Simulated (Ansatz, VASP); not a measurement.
C3N: VASP beside Ansatz

The input INCAR:

```
SYSTEM = C3N
PREC = Accurate
ENCUT = 600
EDIFF = 1E-7
ISMEAR = 0
SIGMA = 0.1
LREAL = .FALSE.
LASPH = .TRUE.
NELM = 60
ALGO = Normal
ISIF = 3
LWAVE = .FALSE.
LCHARG = .FALSE.
GGA = PE
IBRION = 2
NSW = 100
EDIFFG = -0.01
```

File KPOINTS:

```
regular mesh
0
G
  14 14 20
  0 0 0
```

POSCAR

```
C3N
1.0
    3.3728845991      0.0000000000      0.0000000000
    0.0000000000      3.3728845991      0.0000000000
    0.0000000000      0.0000000000      2.3913397421
C N
3 1
Direct
    0.0000000000      0.5000000000      0.5000000000
    0.5000000000      0.0000000000      0.5000000000
    0.5000000000      0.5000000000      0.0000000000
    0.0000000000      0.0000000000      0.0000000000
```

Input for Ansatz:

```yaml
crystal:
  lattice:
    - [3.372884599, 0.0, 0.0]
    - [0.0, 3.372884599, 0.0]
    - [0.0, 0.0, 2.3913397428]
  atoms:
    - { symbol: C, position: [0.0, 0.5, 0.5] }
    - { symbol: C, position: [0.5, 0.0, 0.5] }
    - { symbol: C, position: [0.5, 0.5, 0.0] }
    - { symbol: "N", position: [0.0, 0.0, 0.0] }
basis:
  ecutwfc: 420
kpoints:
  mp_grid: { grid: [14, 14, 20] }
hamiltonian:
  xc: pbe
scf:
  occupations: { method: gaussian, width: 0.1 }
output:
  forces: true
  stress: true
  eigenvalues: true
relax:
  adjacent_minimum: "off"
  f_tol: 0.01
  max_steps: 80
  cell: { stress_tol: 0.05 }
```

Change from the starting cell: species swapped into the Cu3Pd type (P4/mmm, No. 123).

Alike in both runs: task relaxation of cell and atoms; functional PBE; k mesh 14 × 14 × 20; occupations gaussian, width 0.1 eV; no spin polarisation.

```csv
,VASP,Ansatz
version,VASP 6.6.1,Ansatz 0.2.0
potentials or method,"VASP PAW PBE potentials, release 64 (C, N), cutoff 600 eV","scalar-relativistic, plane waves, PAW"
valence electrons in the cell,17,17
```

VASP gave:

```
gap on the k mesh at the Fermi level, each at its own relaxed structure (eV)  : none
relaxed volume (Å³/atom)                                                      : 6.81
relaxed length of the cell vector where the two differ most in proportion (Å) : 3.377
```

Task: Which values does Ansatz return?

Result: gap on the k mesh at the Fermi level, each at its own relaxed structure (eV): none; relaxed volume (Å³/atom): 6.81; relaxed length of the cell vector where the two differ most in proportion (Å): 3.378.

A gap of «none» marks a metal or a gap that the smearing closes.

Noted on VASP's run: too few bands were computed for a metal, which touches its energy and stress.
